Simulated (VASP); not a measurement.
# Si2Ge3 (P4/mmm) in VASP: single point with PBE

Aim: the single point of Si2Ge3 with PBE.

Program: VASP 6.6.1. These are calculated values, not measurements. Logs are shortened: lines on timing, memory, paths and dates and some standing lists are left out, and cuts for length are marked.

## (1) The cell of the first run

The structure is tetragonal, space group P4/mmm (No. 123). Conventional cell: a = 5.155 Å, b = 5.155 Å, c = 4.858 Å, α = 90.00°, β = 90.00°, γ = 90.00°. Within 3.2 Å of Si (site symmetry 4/mmm) lie 2 Ge at 2.43 Å. Within 3.4 Å of Si (site symmetry 4/mmm) lie 4 Ge at 2.58 Å. Ge (site symmetry 4/mmm) has 2 Si at 2.43 Å and 4 Ge at 2.58 Å within 3.2 Å. Within 3.4 Å of Ge (site symmetry mmm) lie 2 Si at 2.58 Å and 2 Ge at 2.58 Å. Ge (site symmetry mmm) has 2 Ge at 2.58 Å and 2 Si at 2.58 Å within 3.4 Å.

## (2) Single point, PBE

File INCAR:

```
PREC = Accurate
ENCUT = 500
EDIFF = 1E-6
ISMEAR = 0
SIGMA = 0.2
LREAL = False
LASPH = True
NELM = 120
ALGO = Normal
ISIF = 2
LWAVE = False
LCHARG = True
GGA = PE
LELF = True
LVHAR = True
NBANDS = 61
GGA_COMPAT = False
```

File KPOINTS:

```
regular mesh
0
Gamma
  4 4 2
```

File POSCAR:

```
Si2Ge3
1.0
    0.0000000000      0.0000000000     -4.8577941717
    0.0000000000     -5.1554754012      0.0000000000
  -10.3109508023      0.0000000000      0.0000000000
Si Ge
4 6
Direct
    0.5000000000      1.0000000000      1.0000000000
    0.5000000000      1.0000000000      0.5000000000
    0.0000000000      0.5000000000      0.7500000000
    0.0000000000      0.5000000000      0.2500000000
    0.0000000000      1.0000000000      1.0000000000
    0.0000000000      1.0000000000      0.5000000000
    0.0000000000      0.5000000000      0.5000000000
    0.0000000000      0.5000000000      1.0000000000
    0.0000000000      1.0000000000      0.7500000000
    0.0000000000      1.0000000000      0.2500000000
```

Potentials or basis: VASP PAW PBE potentials, release 64 (Si, Ge_d).

Command:

```bash
cat potpaw_PBE.64/Si/POTCAR potpaw_PBE.64/Ge_d/POTCAR > POTCAR
mpirun -np 1 vasp_std > vasp.out
```

OUTCAR:

```text
PREC = Accurate
   ENCUT = 500
   EDIFF = 1E-6
   ISMEAR = 0
   LREAL = False
   LASPH = True
   NELM = 120
   ISIF = 2
   GGA = PE

 ion  position               nearest neighbor table
   1  0.500  0.000  0.000-   5 2.43   5 2.43
   2  0.500  0.000  0.500-   6 2.43   6 2.43
   3  0.000  0.500  0.750-   7 2.58   8 2.58   9 2.58   9 2.58
   4  0.000  0.500  0.250-   7 2.58   8 2.58  10 2.58  10 2.58
   5  0.000  0.000  0.000-   1 2.43   1 2.43  10 2.58   9 2.58   8 2.58   8 2.58
   6  0.000  0.000  0.500-   2 2.43   2 2.43  10 2.58   9 2.58   7 2.58   7 2.58
   7  0.000  0.500  0.500-   3 2.58   4 2.58   6 2.58   6 2.58
   8  0.000  0.500  0.000-   3 2.58   4 2.58   5 2.58   5 2.58
   9  0.000  0.000  0.750-   5 2.58   6 2.58   3 2.58   3 2.58
  10  0.000  0.000  0.250-   5 2.58   6 2.58   4 2.58   4 2.58

  LATTYP: Found a simple orthorhombic cell.
 ALAT       =     4.8577941717
 B/A-ratio  =     1.0612790948
 C/A-ratio  =     2.1225581896

  Lattice vectors:

 A1 = (   0.0000000000,   0.0000000000,  -4.8577941717)
 A2 = (   0.0000000000,  -5.1554754012,   0.0000000000)
 A3 = ( -10.3109508023,   0.0000000000,   0.0000000000)

Analysis of symmetry for initial positions (statically):
=====================================================================
 Subroutine PRICEL returns following result:

  LATTYP: Found a simple tetragonal cell.
 ALAT       =     5.1554754012
 C/A-ratio  =     0.9422592086

  Lattice vectors:

 A1 = (   0.0000000000,  -5.1554754012,   0.0000000000)
 A2 = (  -5.1554754012,   0.0000000000,   0.0000000000)
 A3 = (   0.0000000000,   0.0000000000,  -4.8577941717)

   2 primitive cells build up your supercell.

 Routine SETGRP: Setting up the symmetry group for a
 simple orthorhombic supercell.

 Subroutine GETGRP returns: Found  8 space group operations
 (whereof  8 operations were pure point group operations)
 out of a pool of  8 trial point group operations.

The static configuration has the point symmetry D_2h.

Analysis of symmetry for dynamics (positions and initial velocities):
=====================================================================
 Subroutine PRICEL returns following result:

  LATTYP: Found a simple tetragonal cell.
 ALAT       =     5.1554754012
 C/A-ratio  =     0.9422592086

  Lattice vectors:

 A1 = (   0.0000000000,  -5.1554754012,   0.0000000000)
 A2 = (  -5.1554754012,   0.0000000000,   0.0000000000)
 A3 = (   0.0000000000,   0.0000000000,  -4.8577941717)

   2 primitive cells build up your supercell.

 Routine SETGRP: Setting up the symmetry group for a
 simple orthorhombic supercell.

 Subroutine GETGRP returns: Found  8 space group operations
 (whereof  8 operations were pure point group operations)
 out of a pool of  8 trial point group operations.

The dynamic configuration has the point symmetry D_2h.

 Subroutine INISYM returns: Found  8 space group operations
 (whereof  8 operations are pure point group operations),
 and found     2 'primitive' translations

----------------------------------------------------------------------------------------

                                     Primitive cell

  volume of cell :     129.1150

  direct lattice vectors                    reciprocal lattice vectors
     0.000000000 -5.155475401  0.000000000     0.000000000 -0.193968533  0.000000000
    -5.155475401  0.000000000  0.000000000    -0.193968533  0.000000000  0.000000000
     0.000000000  0.000000000 -4.857794172     0.000000000  0.000000000 -0.205854749

  length of vectors
     5.155475401  5.155475401  4.857794172     0.193968533  0.193968533  0.205854749

  position of ions in fractional coordinates (direct lattice)
     0.000000000  0.000000000  0.500000000
     0.500000000  0.500000000  0.000000000
     0.000000000  0.000000000  0.000000000
     0.500000000  0.000000000  0.000000000
     0.000000000  0.500000000  0.000000000

  ion indices of the primitive-cell ions
   primitive index   ion index
                 1           1
                 2           3
                 3           5
                 4           8
                 5           9

----------------------------------------------------------------------------------------

 KPOINTS: regular mesh

Automatic generation of k-mesh.
 Grid dimensions read from file:
 generate k-points for:    4    4    2

 Generating k-lattice:

  Cartesian coordinates                     Fractional coordinates (reciprocal lattice)
     0.000000000  0.000000000 -0.051463687     0.250000000  0.000000000  0.000000000
     0.000000000 -0.048492133  0.000000000     0.000000000  0.250000000  0.000000000
    -0.048492133  0.000000000  0.000000000     0.000000000  0.000000000  0.500000000

  Length of vectors
     0.051463687  0.048492133  0.048492133

  Shift w.r.t. Gamma in fractional coordinates (k-lattice)
     0.000000000  0.000000000  0.000000000

 Subroutine IBZKPT returns following result:
 ===========================================

 Found     18 irreducible k-points:

 Following reciprocal coordinates:
            Coordinates               Weight
  0.000000  0.000000  0.000000      1.000000
  0.250000  0.000000  0.000000      2.000000
  0.500000  0.000000  0.000000      1.000000
  0.000000  0.250000  0.000000      2.000000
  0.250000  0.250000  0.000000      4.000000
  0.500000  0.250000  0.000000      2.000000
[... 10 lines left out ...]
  0.250000  0.500000  0.500000      2.000000
  0.500000  0.500000  0.500000      1.000000
   k-points           NKPTS =     18   k-points in BZ     NKDIM =     18   number of bands    NBANDS=     61
   number of dos      NEDOS =    301   number of ions     NIONS =     10
   total plane-waves  NPLWV = 115200
   dimension x,y,z NGX =    36 NGY =   40 NGZ =   80
   dimension x,y,z NGXF=    72 NGYF=   80 NGZF=  160
   ions per type =               4   6
   NGX,Y,Z   is equivalent  to a cutoff of  12.32, 12.90, 12.90 a.u.
   NGXF,Y,Z  is equivalent  to a cutoff of  24.64, 25.80, 25.80 a.u.
 SYSTEM =  unknown system
   PREC   = accura    normal or accurate (medium, high low for compatibility)
   ISTART =      0    job   : 0-new  1-cont  2-samecut
   ICHARG =      2    charge: 1-file 2-atom 10-const
   ISPIN  =      1    spin polarized calculation?
   LNONCOLLINEAR =      F non collinear calculations
   LSORBIT =      F    spin-orbit coupling
   LASPH  =      T    aspherical Exc in radial PAW
   ENCUT  =  500.0 eV  36.75 Ry    6.06 a.u.   8.86  9.40 18.80*2*pi/ulx,y,z
   NELM   =    120;   NELMIN=  2; NELMDL= -5     # of ELM steps
   EDIFF  = 0.1E-05   stopping-criterion for ELM
   LREAL  =      F    real-space projection
   EDIFFG = 0.1E-04   stopping-criterion for IOM
   NSW    =      0    number of steps for IOM
   IBRION =     -1    ionic relax: 0-MD 1-quasi-New 2-CG
   NFREE  =      0    steps in history (QN), initial steepest desc. (CG)
   ISIF   =      2    stress and relaxation
   ISYM   =      2    0-nonsym 1-usesym 2-fastsym
   POTIM  = 0.5000    time-step for ionic-motion
   TEBEG  =    0.0;   TEEND  =   0.0 temperature during run
   PSTRESS=    0.0 pullay stress
   NELECT =     100.0000    total number of electrons
   NUPDOWN=      -1.0000    fix difference up-down
   EMIN   =  10.00;   EMAX   =-10.00  energy-range for DOS
   EFERMI =   0.00;   METHOD = LEGACY
   ISMEAR =     0;   SIGMA  =   0.20  broadening in eV -4-tet -1-fermi 0-gaus
   EFERMI_NEDOS =   21; number of points for ismear=-14 and -15
   IALGO  =     38    algorithm
   IMIX   =      4    mixing-type and parameters
     AMIX     =   0.40;   BMIX     =  1.00
     AMIX_MAG =   1.60;   BMIX_MAG =  1.00
  volume/ion in A,a.u.               =      25.82       174.26
  Fermi-wavevector in a.u.,A,eV,Ry     =   1.193272  2.254956 19.373297  1.423897
  Thomas-Fermi vector in A             =   2.329290
   LORBIT       =      0    0 simple, 1 ext, 2 COOP (PROOUT), +10 PAW based schemes
   GGA     = PE    functional components
   LHFCALC =     F    Hartree Fock is set to
   AEXX    =    0.0000 exact exchange contribution
   IVDW    =     0    specifies the selected vdW correction
   LEPSILON=     F    determine dielectric tensor
   LRPA    =     F    only Hartree local field effects (RPA)
 non-spin polarized calculation
 Gauss-broadening in eV      SIGMA  =   0.20
  energy-cutoff  :      500.00
  volume of cell :      258.23
 maximum number of plane-waves:      6590
 NGX is ok and might be reduce to    36
   NGX = 17   NGY = 19   NGZ = 37

 number of electron     100.0000048 magnetization

 Free energy of the ion-electron system (eV)
  ---------------------------------------------------
  ext. energy  EPLUGINS =         0.00000000
  ---------------------------------------------------
  free energy    TOTEN  =       -40.34717602 eV

  energy without entropy =      -40.27099695  energy(sigma->0) =      -40.30908649

 E-fermi :   3.6869     XC(G=0):  -9.0102

 val. band max:        3.6843240723   @ k =   0.0000   0.5000   0.0000
 cond. band min:       3.6966636109   @ k =   0.5000   0.5000   0.0000
 fundamental gap:      0.0123395386
 Fermi energy:         3.6869062838

 k-point     1 :       0.0000    0.0000    0.0000
  band No.  band energies     occupation
      1     -21.1521      2.00000
      2     -21.1277      2.00000
      3     -21.0997      2.00000
      4     -21.0512      2.00000
      5     -21.0471      2.00000
      6     -21.0470      2.00000
[... 53 lines left out ...]
     60       7.5538      0.00000
     61       7.9731      0.00000

 k-point     2 :       0.2500    0.0000    0.0000
  band No.  band energies     occupation
      1     -21.1521      2.00000
      2     -21.1276      2.00000
      3     -21.0994      2.00000
      4     -21.0510      2.00000
      5     -21.0472      2.00000
      6     -21.0471      2.00000
[... 53 lines left out ...]
     60       7.6198      0.00000
     61       7.7341      0.00000

 k-point     3 :       0.5000    0.0000    0.0000
  band No.  band energies     occupation
      1     -21.1521      2.00000
      2     -21.1275      2.00000
      3     -21.0992      2.00000
      4     -21.0509      2.00000
      5     -21.0473      2.00000
      6     -21.0472      2.00000
[... 949 lines left out ...]
     60       6.4046      0.00000
     61       7.5991      0.00000

 k-point    18 :       0.5000    0.5000    0.5000
  band No.  band energies     occupation
      1     -21.0923      2.00000
      2     -21.0923      2.00000
      3     -21.0511      2.00000
      4     -21.0511      2.00000
      5     -21.0404      2.00000
      6     -21.0404      2.00000
[... 53 lines left out ...]
     60       7.1273      0.00000
     61       7.2385      0.00000

------------------------ aborting loop because EDIFF is reached ----------------------------------------

  FORCE on cell =-STRESS in cart. coord.  units (eV):
  Direction    XX          YY          ZZ          XY          YZ          ZX
  --------------------------------------------------------------------------------------
  -------------------------------------------------------------------------------------
  Total       -3.4540522     -3.4537061      6.0718375      0.0000000      0.0000000      0.0000000
  in kB      -21.4305311    -21.4283839     37.6724774      0.0000000      0.0000000      0.0000000
  external PRESSURE =      -1.7288125 kB  Pullay stress =       0.0000000 kB

 VOLUME and BASIS-vectors are now :
 -----------------------------------------------------------------------------
  energy-cutoff  :      500.00
  volume of cell :      258.23
      direct lattice vectors                 reciprocal lattice vectors
     0.000000000  0.000000000 -4.857794172     0.000000000  0.000000000 -0.205854749
     0.000000000 -5.155475401  0.000000000     0.000000000 -0.193968533  0.000000000
   -10.310950802  0.000000000  0.000000000    -0.096984266  0.000000000  0.000000000

 POSITION                                       TOTAL-FORCE (eV/Angst)
 -----------------------------------------------------------------------------------
      0.00000      0.00000     -2.42890         0.000000      0.000000      0.000000
     -5.15548      0.00000     -2.42890         0.000000      0.000000      0.000000
     -7.73321     -2.57774      0.00000         0.000000     -0.000000      0.000000
     -2.57774     -2.57774      0.00000         0.000000      0.000000      0.000000
      0.00000      0.00000      0.00000         0.000000     -0.000000     -0.000000
     -5.15548      0.00000      0.00000         0.000000     -0.000000     -0.000000
     -5.15548     -2.57774      0.00000         0.000000      0.000000     -0.000000
      0.00000     -2.57774      0.00000         0.000000      0.000000     -0.000000
     -7.73321      0.00000      0.00000        -0.000000     -0.000000      0.000000
     -2.57774      0.00000      0.00000         0.000000     -0.000000      0.000000
 -----------------------------------------------------------------------------------
    total drift:                                0.000000     -0.000000     -0.000000

  FREE ENERGIE OF THE ION-ELECTRON SYSTEM (eV)
  ---------------------------------------------------
  free  energy   TOTEN  =       -40.3471760223 eV

  energy  without entropy=      -40.2709969486  energy(sigma->0) =      -40.30908649
```

Wall time 11 min (1 thread of Intel Xeon 8259CL, shared host); peak memory 0.45 GiB.

What came out:

| Property | Result |
| --- | --- |
| Free energy | -40.3472 eV |
| Pressure | -0.2 GPa |
| Band gap on the k mesh | zero (bands 50 and 51 overlap by 1.51 eV) |

Stress tensor (GPa, compression positive):
```
-2.14  0.00  0.00
 0.00 -2.14  0.00
 0.00  0.00  3.77
```

Caveat: the stress differs along the axes, from -2 to 4 GPa.
